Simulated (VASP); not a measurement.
A run of VASP 6.6.1 is set up as follows.

File POSCAR:

```
AlAs
1.0
    0.0000000000      2.8639562380      2.8639562380
    2.8639562380      0.0000000000      2.8639562380
    2.8639562380      2.8639562380      0.0000000000
Al As
1 1
Direct
    0.0000000000      0.0000000000      0.0000000000
    0.2500000000      0.2500000000      0.2500000000
```

The input INCAR.step1:

```
SYSTEM = AlAs
ALGO = Normal
EDIFF = 1E-5
ENCUT = 400
GGA = PE
GGA_COMPAT = .FALSE.
ISIF = 2
ISMEAR = 0
LASPH = .TRUE.
LREAL = .FALSE.
LWAVE = .TRUE.
NBANDS = 11
NELM = 120
PREC = Accurate
SIGMA = 0.01
```

Contents of INCAR.step2:

```
SYSTEM = AlAs
ALGO = Normal
EDIFF = 1E-6
ENCUT = 400
GGA = PE
GGA_COMPAT = .FALSE.
HFSCREEN = 0.2079
ISIF = 2
ISMEAR = 0
ISTART = 1
LASPH = .TRUE.
LCHARG = .TRUE.
LELF = .TRUE.
LHFCALC = .TRUE.
LREAL = .FALSE.
LVHAR = .TRUE.
LWAVE = .FALSE.
NBANDS = 11
NELM = 120
PREC = Accurate
PRECFOCK = Normal
SIGMA = 0.01
```

KPOINTS

```
k-points
0
G
  6 6 6
  0 0 0
```

Potentials or basis: VASP PAW PBE potentials, release 64 (Al, As).

Launch:

```console
$ cat potpaw_PBE.64/Al/POTCAR potpaw_PBE.64/As/POTCAR > POTCAR
$ cp INCAR.step1 INCAR
$ mpirun -np 1 vasp_std > vasp.out
$ cp INCAR.step2 INCAR
$ mpirun -np 1 vasp_std > vasp.out
```

Task: Estimate the pressure.

Result: -2.0 GPa.

Task: What does it give for the band gap on the k mesh?

Result: 2.14 eV (least direct gap 2.62 eV).

Caveat: the PAW data sets were made with another functional, which shifts forces and pressure a little. A k mesh can miss the band edges.
